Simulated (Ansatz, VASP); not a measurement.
One calculation of WSe2, two programs

The input INCAR:

```
SYSTEM = WSe2
PREC     = Accurate       ! precision mode
ENCUT    = 520            ! plane-wave cutoff, eV
EDIFF    = 1E-7           ! SCF threshold, eV
ISMEAR   = 0              ! smearing method
SIGMA    = 0.02           ! smearing width, eV
LREAL    = .False.        ! projectors in reciprocal space
LASPH    = .True.         ! aspherical terms in the spheres
NELM     = 80             ! most SCF steps
ALGO     = Normal         ! electronic algorithm
ISIF     = 2              ! what is computed and relaxed
LWAVE    = .False.        ! write WAVECAR
LCHARG   = .False.        ! write CHGCAR
LDIPOL   = .True.       
IDIPOL   = 3            
DIPOL    = 0.5 0.5 0.500
GGA      = PE             ! functional
IVDW     = 12             ! dispersion correction
NBANDS   = 20             ! bands
```

The input KPOINTS:

```
Automatic mesh
0
Gamma
  9 9 1
  0 0 0
```

File POSCAR:

```
WSe2
1.0
    3.1540000000      0.0000000000      0.0000000000
   -1.5770000000      2.7314441236      0.0000000000
    0.0000000000      0.0000000000     32.7373831004
Se W
2 1
Direct
    0.3333333333      0.6666666667      0.4467581146
    0.3333333333      0.6666666667      0.5532418854
    0.6666666667      0.3333333333      0.5000000000
```

Input for Ansatz:

```yaml
crystal:
  lattice:
    - [3.154, 0.0, 0.0]
    - [-1.577, 2.7314441236, 0.0]
    - [0.0, 0.0, 32.7373831004]
  atoms:
    - { symbol: Se, position: [0.3333333333, 0.6666666667, 0.4467581146] }
    - { symbol: W, position: [0.6666666667, 0.3333333333, 0.5] }
    - { symbol: Se, position: [0.3333333333, 0.6666666667, 0.5532418854] }
  periodic: [true, true, false]
basis:
  ecutwfc: 420
kpoints:
  mp_grid: { grid: [9, 9, 1] }
hamiltonian:
  xc: pbe
  pseudopotentials: { kind: paw, azcp: { folder: soft_1 } }
  dispersion: d3bj
scf:
  occupations: { method: gaussian, width: 0.02 }
output:
  forces: true
  stress: true
  eigenvalues: true
```

Alike in both runs: task single point; functional PBE; dispersion D3(BJ); k mesh 9 × 9 × 1; occupations gaussian, width 0.02 eV; no spin polarisation.

|  | VASP | Ansatz |
| --- | --- | --- |
| version | VASP 6.6.1 | Ansatz 0.2.0 |
| potentials or method | VASP PAW PBE potentials, release 64 (Se, W_sv), cutoff 520 eV | scalar-relativistic, plane waves, PAW |
| valence electrons in the cell | 26 | 46 |

Ansatz gave:

```
gap on the k mesh at the Fermi level (eV) : 1.50
least direct gap on the mesh (eV)         : 2.20
rms of the force components (eV/Å)        : 0.058
```

Question: What did VASP give for the same quantities?

Answer: gap on the k mesh at the Fermi level (eV): 1.50; least direct gap on the mesh (eV): 2.20; rms of the force components (eV/Å): 0.033.

VASP's potentials hold 26 valence electrons a cell and Ansatz's 46, so a difference there can come from the potentials and not from the codes.

Spin-orbit coupling is off throughout.
